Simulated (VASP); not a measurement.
# Ge (P6_3mc) in VASP: further runs, part 2 of 2

VASP 6.6.1. Earlier steps stand in the parts before.

## (3) Single point, PBEsol

This run uses another cell than the first one, of 35.92 Å³/atom, 1.045 times its volume.

INCAR reads:

```
  ALGO = Normal
  EDIFF = 1E-6
  ENCUT = 520
  GGA = PS
  ISIF = 2
  ISMEAR = 0
  LASPH = T
  LCHARG = F
  LREAL = F
  LWAVE = F
  NBANDS = 36
  NELM = 100
  PREC = Accurate
  SIGMA = 0.15
```

KPOINTS reads:

```
k-points
0
Gamma
  7 7 2
```

POSCAR reads:

```
Ge
1.0
    3.9393786447      0.0000000000      0.0000000000
   -1.9696888360      3.4116013729      0.0000000000
    0.0000000000      0.0000000000     10.6920181260
Ge
4
Direct
    0.0000000000      0.0000000000      0.9774520000
    0.0000000000      0.0000000000      0.4774520000
    0.3333333333      0.6666666667      0.9148480000
    0.6666666667      0.3333333333      0.4148480000
```

Potentials or basis: VASP PAW PBE potentials, release 64 (Ge_d).

On the command line:

```sh
> cat potpaw_PBE.64/Ge_d/POTCAR > POTCAR
> mpirun -np 1 vasp_std > vasp.out
```

OUTCAR:

```text
EDIFF = 1E-6
   ENCUT = 520
   GGA = PS
   ISIF = 2
   ISMEAR = 0
   LASPH = T
   LREAL = F
   NELM = 100
   PREC = Accurate

 ion  position               nearest neighbor table
   1  0.000  0.000  0.977-   3 2.37   3 2.37   3 2.37
   2  0.000  0.000  0.477-   4 2.37   4 2.37   4 2.37
   3  0.333  0.667  0.915-   1 2.37   1 2.37   1 2.37
   4  0.667  0.333  0.415-   2 2.37   2 2.37   2 2.37

  LATTYP: Found a hexagonal cell.
 ALAT       =     3.9393786447
 C/A-ratio  =     2.7141382158

  Lattice vectors:

 A1 = (   3.9393786447,   0.0000000000,   0.0000000000)
 A2 = (  -1.9696888360,   3.4116013729,   0.0000000000)
 A3 = (   0.0000000000,   0.0000000000,  10.6920181260)

Analysis of symmetry for initial positions (statically):
=====================================================================
 Subroutine PRICEL returns:
 Original cell was already a primitive cell.

 Routine SETGRP: Setting up the symmetry group for a
 hexagonal supercell.

 Subroutine GETGRP returns: Found 12 space group operations
 (whereof  6 operations were pure point group operations)
 out of a pool of 24 trial point group operations.

The static configuration has the point symmetry C_3v.
 The point group associated with its full space group is C_6v.

Analysis of symmetry for dynamics (positions and initial velocities):
=====================================================================
 Subroutine PRICEL returns:
 Original cell was already a primitive cell.

 Routine SETGRP: Setting up the symmetry group for a
 hexagonal supercell.

 Subroutine GETGRP returns: Found 12 space group operations
 (whereof  6 operations were pure point group operations)
 out of a pool of 24 trial point group operations.

The dynamic configuration has the point symmetry C_3v.
 The point group associated with its full space group is C_6v.

 Subroutine INISYM returns: Found 12 space group operations
 (whereof  6 operations are pure point group operations),
 and found     1 'primitive' translations

----------------------------------------------------------------------------------------

                                     Primitive cell

  volume of cell :     143.6963

  direct lattice vectors                    reciprocal lattice vectors
     3.939378645  0.000000000  0.000000000     0.253847139  0.146558704  0.000000000
    -1.969688836  3.411601373  0.000000000     0.000000000  0.293117481  0.000000000
     0.000000000  0.000000000 10.692018126     0.000000000  0.000000000  0.093527713

  length of vectors
     3.939378645  3.939377875 10.692018126     0.293117424  0.293117481  0.093527713

  position of ions in fractional coordinates (direct lattice)
     0.000000000  0.000000000  0.977452000
     0.000000000  0.000000000  0.477452000
     0.333333333  0.666666667  0.914848000
     0.666666667  0.333333333  0.414848000

  ion indices of the primitive-cell ions
   primitive index   ion index
                 1           1
                 2           2
                 3           3
                 4           4

----------------------------------------------------------------------------------------

 KPOINTS: k-points

Automatic generation of k-mesh.
 Grid dimensions read from file:
 generate k-points for:    7    7    2

 Generating k-lattice:

  Cartesian coordinates                     Fractional coordinates (reciprocal lattice)
     0.036263877  0.020936958  0.000000000     0.142857143  0.000000000  0.000000000
     0.000000000  0.041873926  0.000000000     0.000000000  0.142857143  0.000000000
     0.000000000  0.000000000  0.046763856     0.000000000  0.000000000  0.500000000

  Length of vectors
     0.041873918  0.041873926  0.046763856

  Shift w.r.t. Gamma in fractional coordinates (k-lattice)
     0.000000000  0.000000000  0.000000000

 Subroutine IBZKPT returns following result:
 ===========================================

 Found     16 irreducible k-points:

 Following reciprocal coordinates:
            Coordinates               Weight
  0.000000  0.000000  0.000000      1.000000
  0.142857  0.000000  0.000000      6.000000
  0.285714  0.000000  0.000000      6.000000
  0.428571  0.000000  0.000000      6.000000
  0.142857  0.142857  0.000000      6.000000
  0.285714  0.142857  0.000000     12.000000
[... 8 lines left out ...]
  0.428571  0.142857  0.500000      6.000000
  0.285714  0.285714  0.500000      6.000000
   k-points           NKPTS =     16   k-points in BZ     NKDIM =     16   number of bands    NBANDS=     36
   number of dos      NEDOS =    301   number of ions     NIONS =      4
   total plane-waves  NPLWV =  72000
   dimension x,y,z NGX =    30 NGY =   30 NGZ =   80
   dimension x,y,z NGXF=    60 NGYF=   60 NGZF=  160
   ions per type =               4
   NGX,Y,Z   is equivalent  to a cutoff of  12.66, 12.66, 12.44 a.u.
   NGXF,Y,Z  is equivalent  to a cutoff of  25.32, 25.32, 24.88 a.u.
 SYSTEM =  unknown system
   PREC   = accura    normal or accurate (medium, high low for compatibility)
   ISTART =      0    job   : 0-new  1-cont  2-samecut
   ICHARG =      2    charge: 1-file 2-atom 10-const
   ISPIN  =      1    spin polarized calculation?
   LNONCOLLINEAR =      F non collinear calculations
   LSORBIT =      F    spin-orbit coupling
   LASPH  =      T    aspherical Exc in radial PAW
   ENCUT  =  520.0 eV  38.22 Ry    6.18 a.u.   7.32  7.32 19.88*2*pi/ulx,y,z
   NELM   =    100;   NELMIN=  2; NELMDL= -5     # of ELM steps
   EDIFF  = 0.1E-05   stopping-criterion for ELM
   LREAL  =      F    real-space projection
   EDIFFG = 0.1E-04   stopping-criterion for IOM
   NSW    =      0    number of steps for IOM
   IBRION =     -1    ionic relax: 0-MD 1-quasi-New 2-CG
   NFREE  =      0    steps in history (QN), initial steepest desc. (CG)
   ISIF   =      2    stress and relaxation
   ISYM   =      2    0-nonsym 1-usesym 2-fastsym
   POTIM  = 0.5000    time-step for ionic-motion
   TEBEG  =    0.0;   TEEND  =   0.0 temperature during run
   PSTRESS=    0.0 pullay stress
   NELECT =      56.0000    total number of electrons
   NUPDOWN=      -1.0000    fix difference up-down
   EMIN   =  10.00;   EMAX   =-10.00  energy-range for DOS
   EFERMI =   0.00;   METHOD = LEGACY
   ISMEAR =     0;   SIGMA  =   0.15  broadening in eV -4-tet -1-fermi 0-gaus
   EFERMI_NEDOS =   21; number of points for ismear=-14 and -15
   IALGO  =     38    algorithm
   IMIX   =      4    mixing-type and parameters
     AMIX     =   0.40;   BMIX     =  1.00
     AMIX_MAG =   1.60;   BMIX_MAG =  1.00
  volume/ion in A,a.u.               =      35.92       242.43
  Fermi-wavevector in a.u.,A,eV,Ry     =   1.195792  2.259719 19.455219  1.429918
  Thomas-Fermi vector in A             =   2.331748
   LORBIT       =      0    0 simple, 1 ext, 2 COOP (PROOUT), +10 PAW based schemes
   GGA     = PS    functional components
   LHFCALC =     F    Hartree Fock is set to
   AEXX    =    0.0000 exact exchange contribution
   IVDW    =     0    specifies the selected vdW correction
   LEPSILON=     F    determine dielectric tensor
   LRPA    =     F    only Hartree local field effects (RPA)
 non-spin polarized calculation
 Gauss-broadening in eV      SIGMA  =   0.15
  energy-cutoff  :      520.00
  volume of cell :      143.70
 maximum number of plane-waves:      3897
 NGX is ok and might be reduce to    30
   NGX = 15   NGY = 15   NGZ = 39

 number of electron      56.0000064 magnetization

 Free energy of the ion-electron system (eV)
  ---------------------------------------------------
  ext. energy  EPLUGINS =         0.00000000
  ---------------------------------------------------
  free energy    TOTEN  =       -17.49994117 eV

  energy without entropy =      -17.49993805  energy(sigma->0) =      -17.49993961

 E-fermi :   1.2134     XC(G=0):  -7.6457

 val. band max:        0.7750507461   @ k =   0.0000   0.0000   0.0000
 cond. band min:       1.6423611726   @ k =   0.2857   0.2857   0.0000
 fundamental gap:      0.8673104265
 Fermi energy:         1.2133800849

 k-point     1 :       0.0000    0.0000    0.0000
  band No.  band energies     occupation
      1     -23.3099      2.00000
      2     -23.3099      2.00000
      3     -23.3099      2.00000
      4     -23.3099      2.00000
      5     -23.2483      2.00000
      6     -23.2483      2.00000
[... 28 lines left out ...]
     35       5.2245      0.00000
     36       5.2245      0.00000
[... 554 lines left out ...]
      6     -23.3054      2.00000
[... 28 lines left out ...]
     35       7.2844      0.00000
     36       7.2844      0.00000

------------------------ aborting loop because EDIFF is reached ----------------------------------------

  FORCE on cell =-STRESS in cart. coord.  units (eV):
  Direction    XX          YY          ZZ          XY          YZ          ZX
  --------------------------------------------------------------------------------------
  -------------------------------------------------------------------------------------
  Total        1.5325117      1.5325111     -0.3575945      0.0000002      0.0000000      0.0000000
  in kB       17.0871125     17.0871064     -3.9870869      0.0000024      0.0000000      0.0000000
  external PRESSURE =      10.0623774 kB  Pullay stress =       0.0000000 kB

 VOLUME and BASIS-vectors are now :
 -----------------------------------------------------------------------------
  energy-cutoff  :      520.00
  volume of cell :      143.70
      direct lattice vectors                 reciprocal lattice vectors
     3.939378645  0.000000000  0.000000000     0.253847139  0.146558704  0.000000000
    -1.969688836  3.411601373  0.000000000     0.000000000  0.293117481  0.000000000
     0.000000000  0.000000000 10.692018126     0.000000000  0.000000000  0.093527713

 POSITION                                       TOTAL-FORCE (eV/Angst)
 -----------------------------------------------------------------------------------
      0.00000      0.00000     10.45093         0.000000     -0.000000      0.050741
      0.00000      0.00000      5.10493         0.000000      0.000000      0.050741
      0.00000      2.27440      9.78157        -0.000000     -0.000000     -0.050741
      1.96969      1.13720      4.43556         0.000000      0.000000     -0.050741
 -----------------------------------------------------------------------------------
    total drift:                                0.000000      0.000000      0.007124

  FREE ENERGIE OF THE ION-ELECTRON SYSTEM (eV)
  ---------------------------------------------------
  free  energy   TOTEN  =       -17.4999411739 eV

  energy  without entropy=      -17.4999380537  energy(sigma->0) =      -17.49993961
```

stdout:

```text
POSCAR found type information on POSCAR Ge
 POSCAR found :  1 types and       4 ions
 scaLAPACK will be used
 -----------------------------------------------------------------------------
|                                                                             |
|                                                                             |
|     You enforced a specific xc type in the INCAR file but a different       |
|     I HOPE YOU KNOW WHAT YOU ARE DOING!                                     |
|                                                                             |
 -----------------------------------------------------------------------------

 LDA part: xc-table for (Slater+PW92), standard interpolation
 POSCAR, INCAR and KPOINTS ok, starting setup
 FFT: planning ... GRIDC
 FFT: planning ... GRID_SOFT
 FFT: planning ... GRID
 WAVECAR not read
 entering main loop
```

Run time: 94 s. Hardware: 1 thread of Intel Xeon Platinum 8488C (Sapphire Rapids), shared host; peak memory 0.26 GiB.

Results:

- Free energy: -17.4999 eV
- Pressure: 1.0 GPa
- Largest force: 0.051 eV/Å
- Band gap on the k mesh: 0.87 eV, indirect (least direct gap 0.88 eV)

Forces on the atoms (eV/Å):
```
Ge   0.000  0.000  0.051
Ge   0.000  0.000  0.051
Ge   0.000  0.000 -0.051
Ge   0.000  0.000 -0.051
```

Levels at points of the mesh, in eV from the valence-band top:
```csv
k point,band 24,band 25,band 26,band 27,band 28,band 29,band 30,band 31,band 32,band 33
"(0.00, 0.00, 0.00)",-2.89,-0.01,-0.01,0.00,0.00,1.27,1.40,1.94,4.41,4.41
"(0.00, 0.00, 0.50)",-3.20,-0.01,-0.01,-0.01,-0.01,1.29,1.29,3.05,3.05,4.43
```

Caveat: the PAW data sets were made with another functional, which shifts forces and pressure a little.
